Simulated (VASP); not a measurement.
# Te2Mo in VASP: further runs

Runs on Te2Mo. Level: r2SCAN. Tasks: single point.

Program: VASP 6.6.1. These are calculated values, not measurements. Logs are shortened: lines on timing, memory, paths and dates and some standing lists are left out, and cuts for length are marked.

## 1. The cell of the first run

The cell holds a slab with vacuum, 3 atoms: a = 3.454 Å, b = 3.454 Å, c = 16.998 Å, α = 90.00°, β = 90.00°, γ = 120.00°.

## 2. Single point, r2SCAN

The input, POSCAR:

```
Te2Mo
1.0
    3.4544184911      0.0000000000      0.0000000000
   -1.7272092455      2.9916141686      0.0000000000
    0.0000000000      0.0000000000     16.9980861873
Te Mo
2 1
Direct
    0.3333333333      0.6666666667      0.8923915900
    0.3333333333      0.6666666667      0.1076084100
    0.0000000000      0.0000000000      0.0000000000
```

The input, INCAR.step1:

```
SYSTEM = Te2Mo
PREC     = Accurate       ! precision mode
ENCUT    = 520            ! plane-wave cutoff, eV
ISMEAR   = 0              ! smearing method
SIGMA    = 0.02           ! smearing width, eV
LREAL    = .FALSE.        ! projectors in reciprocal space
LASPH    = .TRUE.         ! aspherical terms in the spheres
NELM     = 80             ! most SCF steps
NBANDS   = 20             ! bands
GGA      = PE             ! functional
ALGO     = Normal         ! electronic algorithm
EDIFF    = 1E-4           ! SCF threshold, eV
LWAVE    = .TRUE.         ! write WAVECAR
LCHARG   = .FALSE.        ! write CHGCAR
```

The input, INCAR.step2:

```
SYSTEM = Te2Mo
PREC     = Accurate       ! precision mode
ENCUT    = 520            ! plane-wave cutoff, eV
EDIFF    = 1E-7           ! SCF threshold, eV
ISMEAR   = 0              ! smearing method
SIGMA    = 0.02           ! smearing width, eV
LREAL    = .FALSE.        ! projectors in reciprocal space
LASPH    = .TRUE.         ! aspherical terms in the spheres
NELM     = 80             ! most SCF steps
ALGO     = Normal         ! electronic algorithm
ISIF     = 2              ! what is computed and relaxed
LWAVE    = .FALSE.        ! write WAVECAR
LCHARG   = .TRUE.         ! write CHGCAR
METAGGA  = R2SCAN         ! meta-GGA
LMIXTAU  = .TRUE.       
LELF     = .TRUE.         ! ELF
LVHAR    = .TRUE.       
NBANDS   = 20             ! bands
ISTART   = 1
```

The input, KPOINTS:

```
Automatic mesh
0
G
  12 12 2
  0 0 0
```

Potentials or basis: VASP PAW PBE potentials, release 64 (Te, Mo_sv).

Run with:

```sh
> cat potpaw_PBE.64/Te/POTCAR potpaw_PBE.64/Mo_sv/POTCAR > POTCAR
> cp INCAR.step1 INCAR
> mpirun -np 1 vasp_std > vasp.out
> cp INCAR.step2 INCAR
> mpirun -np 1 vasp_std > vasp.out
```

OUTCAR:

```text
SYSTEM = Te2Mo
   PREC = Accurate
   ENCUT = 520
   EDIFF = 1E-7
   ISMEAR = 0
   LREAL = .FALSE.
   LASPH = .TRUE.
   NELM = 80
   ISIF = 2
   METAGGA = R2SCAN
   ISTART = 1

 ion  position               nearest neighbor table
   1  0.333  0.667  0.892-   3 2.71   3 2.71   3 2.71   2 3.66
   2  0.333  0.667  0.108-   3 2.71   3 2.71   3 2.71   1 3.66
   3  0.000  0.000  0.000-   1 2.71   2 2.71   1 2.71   2 2.71   1 2.71   2 2.71

  LATTYP: Found a hexagonal cell.
 ALAT       =     3.4544184911
 C/A-ratio  =     4.9206794808

  Lattice vectors:

 A1 = (   3.4544184911,   0.0000000000,   0.0000000000)
 A2 = (  -1.7272092455,   2.9916141686,   0.0000000000)
 A3 = (   0.0000000000,   0.0000000000,  16.9980861873)

Analysis of symmetry for initial positions (statically):
=====================================================================
 Subroutine PRICEL returns:
 Original cell was already a primitive cell.

 Routine SETGRP: Setting up the symmetry group for a
 hexagonal supercell.

 Subroutine GETGRP returns: Found 12 space group operations
 (whereof 12 operations were pure point group operations)
 out of a pool of 24 trial point group operations.

The static configuration has the point symmetry D_3h.

Analysis of symmetry for dynamics (positions and initial velocities):
=====================================================================
 Subroutine PRICEL returns:
 Original cell was already a primitive cell.

 Routine SETGRP: Setting up the symmetry group for a
 hexagonal supercell.

 Subroutine GETGRP returns: Found 12 space group operations
 (whereof 12 operations were pure point group operations)
 out of a pool of 24 trial point group operations.

The dynamic configuration has the point symmetry D_3h.

 Subroutine INISYM returns: Found 12 space group operations
 (whereof 12 operations are pure point group operations),
 and found     1 'primitive' translations

----------------------------------------------------------------------------------------

                                     Primitive cell

  volume of cell :     175.6631

  direct lattice vectors                    reciprocal lattice vectors
     3.454418491  0.000000000  0.000000000     0.289484324  0.167133852  0.000000000
    -1.727209246  2.991614169  0.000000000     0.000000000  0.334267704  0.000000000
     0.000000000  0.000000000 16.998086187     0.000000000  0.000000000  0.058830152

  length of vectors
     3.454418491  3.454418491 16.998086187     0.334267704  0.334267704  0.058830152

  position of ions in fractional coordinates (direct lattice)
     0.333333333  0.666666667  0.892391590
     0.333333333  0.666666667  0.107608410
     0.000000000  0.000000000  0.000000000

  ion indices of the primitive-cell ions
   primitive index   ion index
                 1           1
                 2           2
                 3           3

----------------------------------------------------------------------------------------

 KPOINTS: Automatic mesh

Automatic generation of k-mesh.
 Grid dimensions read from file:
 generate k-points for:   12   12    2

 Generating k-lattice:

  Cartesian coordinates                     Fractional coordinates (reciprocal lattice)
     0.024123694  0.013927821  0.000000000     0.083333333  0.000000000  0.000000000
     0.000000000  0.027855642  0.000000000     0.000000000  0.083333333  0.000000000
     0.000000000  0.000000000  0.029415076     0.000000000  0.000000000  0.500000000

  Length of vectors
     0.027855642  0.027855642  0.029415076

  Shift w.r.t. Gamma in fractional coordinates (k-lattice)
     0.000000000  0.000000000  0.000000000

 Subroutine IBZKPT returns following result:
 ===========================================

 Found     38 irreducible k-points:

 Following reciprocal coordinates:
            Coordinates               Weight
  0.000000  0.000000  0.000000      1.000000
  0.083333 -0.000000  0.000000      6.000000
  0.166667  0.000000  0.000000      6.000000
  0.250000  0.000000  0.000000      6.000000
  0.333333 -0.000000  0.000000      6.000000
  0.416667 -0.000000  0.000000      6.000000
[... 16 lines left out ...]
  0.250000  0.000000  0.500000      6.000000
  0.333333 -0.000000  0.500000      6.000000
 [... further k-points ...]
   k-points           NKPTS =     38   k-points in BZ     NKDIM =     38   number of bands    NBANDS=     20
   number of dos      NEDOS =    301   number of ions     NIONS =      3
   total plane-waves  NPLWV =  98784
   dimension x,y,z NGX =    28 NGY =   28 NGZ =  126
   dimension x,y,z NGXF=    56 NGYF=   56 NGZF=  252
   ions per type =               2   1
   NGX,Y,Z   is equivalent  to a cutoff of  13.48, 13.48, 12.32 a.u.
   NGXF,Y,Z  is equivalent  to a cutoff of  26.95, 26.95, 24.65 a.u.
 SYSTEM =  Te2Mo
   PREC   = accura    normal or accurate (medium, high low for compatibility)
   ISTART =      1    job   : 0-new  1-cont  2-samecut
   ICHARG =      0    charge: 1-file 2-atom 10-const
   ISPIN  =      1    spin polarized calculation?
   LNONCOLLINEAR =      F non collinear calculations
   LSORBIT =      F    spin-orbit coupling
   LASPH  =      T    aspherical Exc in radial PAW
   ENCUT  =  520.0 eV  38.22 Ry    6.18 a.u.   6.42  6.42 31.61*2*pi/ulx,y,z
   NELM   =     80;   NELMIN=  2; NELMDL=  0     # of ELM steps
   EDIFF  = 0.1E-06   stopping-criterion for ELM
   LREAL  =      F    real-space projection
   EDIFFG = 0.1E-05   stopping-criterion for IOM
   NSW    =      0    number of steps for IOM
   IBRION =     -1    ionic relax: 0-MD 1-quasi-New 2-CG
   NFREE  =      0    steps in history (QN), initial steepest desc. (CG)
   ISIF   =      2    stress and relaxation
   ISYM   =      2    0-nonsym 1-usesym 2-fastsym
   POTIM  = 0.5000    time-step for ionic-motion
   TEBEG  =    0.0;   TEEND  =   0.0 temperature during run
   PSTRESS=    0.0 pullay stress
   NELECT =      26.0000    total number of electrons
   NUPDOWN=      -1.0000    fix difference up-down
   EMIN   =  10.00;   EMAX   =-10.00  energy-range for DOS
   EFERMI =   0.00;   METHOD = LEGACY
   ISMEAR =     0;   SIGMA  =   0.02  broadening in eV -4-tet -1-fermi 0-gaus
   EFERMI_NEDOS =   21; number of points for ismear=-14 and -15
   IALGO  =     38    algorithm
   IMIX   =      4    mixing-type and parameters
     AMIX     =   0.40;   BMIX     =  1.00
     AMIX_MAG =   1.60;   BMIX_MAG =  1.00
  volume/ion in A,a.u.               =      58.55       395.14
  Fermi-wavevector in a.u.,A,eV,Ry     =   0.865976  1.636457 10.203201  0.749914
  Thomas-Fermi vector in A             =   1.984297
   LORBIT       =      0    0 simple, 1 ext, 2 COOP (PROOUT), +10 PAW based schemes
   METAGGA = R2SCAN    functional components
   LHFCALC =     F    Hartree Fock is set to
   AEXX    =    0.0000 exact exchange contribution
   IVDW    =     0    specifies the selected vdW correction
   LEPSILON=     F    determine dielectric tensor
   LRPA    =     F    only Hartree local field effects (RPA)
 non-spin polarized calculation
 Gauss-broadening in eV      SIGMA  =   0.02
  energy-cutoff  :      520.00
  volume of cell :      175.66
 maximum number of plane-waves:      4777
 NGX is ok and might be reduce to    28
   NGX = 13   NGY = 13   NGZ = 63

 number of electron      26.0000003 magnetization

 Free energy of the ion-electron system (eV)
  ---------------------------------------------------
  ext. energy  EPLUGINS =         0.00000000
  ---------------------------------------------------
  free energy    TOTEN  =       -77.69913154 eV

  energy without entropy =      -77.69913154  energy(sigma->0) =      -77.69913154

 E-fermi :   0.6414     XC(G=0):  -5.1160

 val. band max:        0.5535601478   @ k =   0.3333   0.3333   0.0000
 cond. band min:       1.8977386374   @ k =   0.2500   0.1667   0.0000
 fundamental gap:      1.3441784895
 Fermi energy:         0.6414169211

 k-point     1 :       0.0000    0.0000    0.0000
  band No.  band energies     occupation
      1     -62.0261      2.00000
      2     -35.5123      2.00000
      3     -35.3234      2.00000
      4     -35.3234      2.00000
      5     -12.9013      2.00000
      6     -11.9157      2.00000
[... 12 lines left out ...]
     19       5.6762      0.00000
     20       6.5327      0.00000

 k-point     2 :       0.0833   -0.0000    0.0000
  band No.  band energies     occupation
      1     -62.0251      2.00000
      2     -35.5097      2.00000
      3     -35.3351      2.00000
      4     -35.3261      2.00000
      5     -12.7904      2.00000
      6     -11.8369      2.00000
[... 12 lines left out ...]
     19       5.8010      0.00000
     20       6.6712      0.00000

 k-point     3 :       0.1667    0.0000    0.0000
  band No.  band energies     occupation
      1     -62.0225      2.00000
      2     -35.5025      2.00000
      3     -35.3668      2.00000
      4     -35.3335      2.00000
      5     -12.4668      2.00000
      6     -11.6073      2.00000
[... 12 lines left out ...]
     19       6.1640      0.00000
     20       6.9667      0.00000

 k-point     4 :       0.2500    0.0000    0.0000
  band No.  band energies     occupation
      1     -62.0189      2.00000
      2     -35.4928      2.00000
      3     -35.4099      2.00000
      4     -35.3436      2.00000
      5     -11.9615      2.00000
      6     -11.2512      2.00000
[... 12 lines left out ...]
     19       6.7184      0.00000
     20       7.3612      0.00000

 k-point     5 :       0.3333   -0.0000    0.0000
  band No.  band energies     occupation
      1     -62.0153      2.00000
      2     -35.4830      2.00000
      3     -35.4526      2.00000
      4     -35.3536      2.00000
      5     -11.3436      2.00000
      6     -10.8244      2.00000
[... 12 lines left out ...]
     19       6.8548      0.00000
     20       7.1322      0.00000
[... 353 lines left out ...]
      6     -11.8369      2.00000
[... 12 lines left out ...]
     19       5.5073      0.00000
     20       7.0678      0.00000

 k-point    22 :       0.1667    0.0000    0.5000
  band No.  band energies     occupation
      1     -62.0225      2.00000
      2     -35.5025      2.00000
      3     -35.3668      2.00000
      4     -35.3335      2.00000
      5     -12.4668      2.00000
      6     -11.6073      2.00000
[... 12 lines left out ...]
     19       5.8228      0.00000
     20       7.4136      0.00000

 k-point    23 :       0.2500    0.0000    0.5000
  band No.  band energies     occupation
      1     -62.0189      2.00000
      2     -35.4928      2.00000
      3     -35.4099      2.00000
      4     -35.3436      2.00000
      5     -11.9615      2.00000
      6     -11.2512      2.00000
[... 12 lines left out ...]
     19       6.3660      0.00000
     20       7.8330      0.00000

 k-point    24 :       0.3333   -0.0000    0.5000
  band No.  band energies     occupation
      1     -62.0153      2.00000
      2     -35.4830      2.00000
      3     -35.4526      2.00000
      4     -35.3536      2.00000
      5     -11.3436      2.00000
      6     -10.8244      2.00000
[... 12 lines left out ...]
     19       6.8882      0.00000
     20       7.0040      0.00000

 [... further k-points ...]
[... 5 lines left out ...]
  --------------------------------------------------------------------------------------
  -------------------------------------------------------------------------------------
  Total        2.4066389      2.4066389      0.0858066      0.0000000      0.0000000      0.0000000
  in kB       21.9503249     21.9503249      0.7826194      0.0000000      0.0000000      0.0000000
  external PRESSURE =      14.8944231 kB  Pullay stress =       0.0000000 kB

 VOLUME and BASIS-vectors are now :
 -----------------------------------------------------------------------------
  energy-cutoff  :      520.00
  volume of cell :      175.66
      direct lattice vectors                 reciprocal lattice vectors
     3.454418491  0.000000000  0.000000000     0.289484324  0.167133852  0.000000000
    -1.727209246  2.991614169  0.000000000     0.000000000  0.334267704  0.000000000
     0.000000000  0.000000000 16.998086187     0.000000000  0.000000000  0.058830152

 POSITION                                       TOTAL-FORCE (eV/Angst)
 -----------------------------------------------------------------------------------
     -0.00000      1.99441     15.16895        -0.000000      0.000000     -0.026014
     -0.00000      1.99441      1.82914        -0.000000      0.000000      0.026014
      0.00000      0.00000      0.00000         0.000000      0.000000      0.000000
 -----------------------------------------------------------------------------------
    total drift:                               -0.000001      0.000000     -0.000000

  FREE ENERGIE OF THE ION-ELECTRON SYSTEM (eV)
  ---------------------------------------------------
  free  energy   TOTEN  =       -77.6991315357 eV

  energy  without entropy=      -77.6991315357  energy(sigma->0) =      -77.69913154
```

Run time: 6.8 min. Hardware: 1 thread of Intel Xeon 6975P-C (Granite Rapids), shared host; peak memory 0.42 GiB.

What came out:

| Item | Value |
| --- | --- |
| Free energy | -77.6991 eV |
| Largest force | 0.026 eV/Å |
| Band gap on the k mesh | 1.34 eV (least direct gap 1.40 eV) |

Forces in eV/Å, atoms in the order of the input:
```
Te   0.000  0.000 -0.026
Te   0.000  0.000  0.026
Mo   0.000  0.000  0.000
```

Caveat: there is no dipole correction, which matters where the two faces differ; the PAW data sets were made with another functional, which shifts forces and pressure a little; spin-orbit coupling is left out, which moves the levels of the heavy elements.

## 3. Single point, r2SCAN (equal strain along all axes, cell held: -1.5 %, then relaxed in part)

The input, POSCAR:

```
Te2Mo
1.0
    3.5078373337      0.0000000000      0.0000000000
   -1.7539186669      3.0378762433      0.0000000000
    0.0000000000      0.0000000000     17.2609431902
Te Mo
2 1
Direct
    0.3333333333      0.6666666667      0.8952201522
    0.3333333333      0.6666666667      0.1047798478
    0.0000000000      0.0000000000      0.0000000000
```

The input, INCAR.step1:

```
SYSTEM = Te2Mo
PREC = Accurate
ENCUT = 520
ISMEAR = 0
SIGMA = 0.02
LREAL = .FALSE.
LASPH = .TRUE.
NELM = 80
NBANDS = 20
GGA = PE
ALGO = Normal
EDIFF = 1E-4
LWAVE = .TRUE.
LCHARG = .FALSE.
```

The input, INCAR.step2:

```
SYSTEM = Te2Mo
PREC = Accurate
ENCUT = 520
EDIFF = 1E-7
ISMEAR = 0
SIGMA = 0.02
LREAL = .FALSE.
LASPH = .TRUE.
NELM = 80
ALGO = Normal
ISIF = 2
LWAVE = .FALSE.
LCHARG = .FALSE.
METAGGA = R2SCAN
LMIXTAU = .TRUE.
NBANDS = 20
ISTART = 1
```

KPOINTS is that of step 2.

Potentials or basis: VASP PAW PBE potentials, release 64 (Te, Mo_sv).

Run with:

```sh
> cat potpaw_PBE.64/Te/POTCAR potpaw_PBE.64/Mo_sv/POTCAR > POTCAR
> cp INCAR.step1 INCAR
> mpirun -np 1 vasp_std > vasp.out
> cp INCAR.step2 INCAR
> mpirun -np 1 vasp_std > vasp.out
```

Run time: 6.9 min. Hardware: 1 thread of Intel Xeon 6975P-C (Granite Rapids), shared host; peak memory 0.43 GiB.

Results (log left out):

* Free energy: -77.7533 eV
* Largest force: 0.027 eV/Å
* Band gap on the k mesh: 1.26 eV

Forces in eV/Å, atoms in the order of the input:
```
Te   0.000  0.000 -0.027
Te   0.000  0.000  0.027
Mo   0.000  0.000  0.000
```

Levels at points of the mesh, in eV from the valence-band top:
| k point | band 10 | band 11 | band 12 | band 13 | band 14 | band 15 | band 16 | band 17 |
| --- | --- | --- | --- | --- | --- | --- | --- | --- |
| (0.00, 0.00, 0.00) | -1.75 | -0.94 | -0.94 | -0.57 | 3.32 | 3.32 | 3.63 | 3.63 |
| (0.50, 0.00, 0.00) | -2.47 | -1.85 | -0.82 | -0.34 | 1.58 | 1.93 | 3.57 | 3.91 |
| (0.00, 0.00, 0.50) | -1.75 | -0.94 | -0.94 | -0.57 | 3.32 | 3.32 | 3.63 | 3.63 |
| (0.50, 0.00, 0.50) | -2.47 | -1.85 | -0.82 | -0.34 | 1.58 | 1.93 | 3.57 | 3.91 |

Caveat: the cell differs from its parent crystal (equal strain along all axes, cell held: -1.5 %, then relaxed in part); there is no dipole correction, which matters where the two faces differ; the PAW data sets were made with another functional, which shifts forces and pressure a little; spin-orbit coupling is left out, which moves the levels of the heavy elements.

## 4. Single point, r2SCAN (strain along c alone, the other axes held: +1.5 %, then relaxed in part)

The input, POSCAR:

```
Te2Mo
1.0
    3.5612561764      0.0000000000      0.0000000000
   -1.7806280882      3.0841383181      0.0000000000
    0.0000000000      0.0000000000     17.7866571960
Te Mo
2 1
Direct
    0.3333333333      0.6666666667      0.8994205635
    0.3333333333      0.6666666667      0.1005794365
    0.0000000000      0.0000000000      0.0000000000
```

The input, INCAR.step1:

```
PREC     = Accurate       # precision mode
ENCUT    = 520            # plane-wave cutoff, eV
ISMEAR   = 0              # smearing method
SIGMA    = 0.02           # smearing width, eV
LREAL    = False          # projectors in reciprocal space
LASPH    = True           # aspherical terms in the spheres
NELM     = 80             # most SCF steps
NBANDS   = 20             # bands
GGA      = PE             # functional
ALGO     = Normal         # electronic algorithm
EDIFF    = 1E-4           # SCF threshold, eV
LWAVE    = True           # write WAVECAR
LCHARG   = False          # write CHGCAR
```

The input, INCAR.step2:

```
PREC     = Accurate       # precision mode
ENCUT    = 520            # plane-wave cutoff, eV
EDIFF    = 1E-6           # SCF threshold, eV
ISMEAR   = 0              # smearing method
SIGMA    = 0.02           # smearing width, eV
LREAL    = False          # projectors in reciprocal space
LASPH    = True           # aspherical terms in the spheres
NELM     = 80             # most SCF steps
ALGO     = Normal         # electronic algorithm
ISIF     = 2              # what is computed and relaxed
LWAVE    = False          # write WAVECAR
LCHARG   = False          # write CHGCAR
METAGGA  = R2SCAN         # meta-GGA
LMIXTAU  = True         
NBANDS   = 20             # bands
ISTART   = 1
```

The input, KPOINTS:

```
regular mesh
0
Gamma
  12 12 2
```

Run with:

```sh
> cat potpaw_PBE.64/Te/POTCAR potpaw_PBE.64/Mo_sv/POTCAR > POTCAR
> cp INCAR.step1 INCAR
> mpirun -np 1 vasp_std > vasp.out
> cp INCAR.step2 INCAR
> mpirun -np 1 vasp_std > vasp.out
```

Run time: 6.1 min. Hardware: 1 thread of AMD EPYC 9R45 (Zen 5), shared host; peak memory 0.42 GiB.

Results (log left out):

| Property | Result |
| --- | --- |
| Free energy | -77.7711 eV |
| Largest force | 0.028 eV/Å |
| Band gap on the k mesh | 1.12 eV |

Forces in eV/Å, atoms in the order of the input:
```
Te   0.000  0.000 -0.028
Te   0.000  0.000  0.028
Mo   0.000  0.000  0.000
```

Levels at points of the mesh, in eV from the valence-band top:
```
           k point  band 10  band 11  band 12  band 13  band 14  band 15  band 16  band 17
(0.00, 0.00, 0.00)    -1.75    -1.02    -1.02    -0.40     3.17     3.17     3.48     3.48
(0.50, 0.00, 0.00)    -2.49    -1.70    -0.75    -0.47     1.46     1.85     3.55     3.86
(0.00, 0.00, 0.50)    -1.75    -1.02    -1.02    -0.40     3.17     3.17     3.48     3.48
(0.50, 0.00, 0.50)    -2.49    -1.70    -0.75    -0.47     1.46     1.85     3.55     3.86
```

Caveat: the cell differs from its parent crystal (strain along c alone, the other axes held: +1.5 %, then relaxed in part); there is no dipole correction, which matters where the two faces differ; the PAW data sets were made with another functional, which shifts forces and pressure a little; spin-orbit coupling is left out, which moves the levels of the heavy elements.

[end of part 1 of 2]
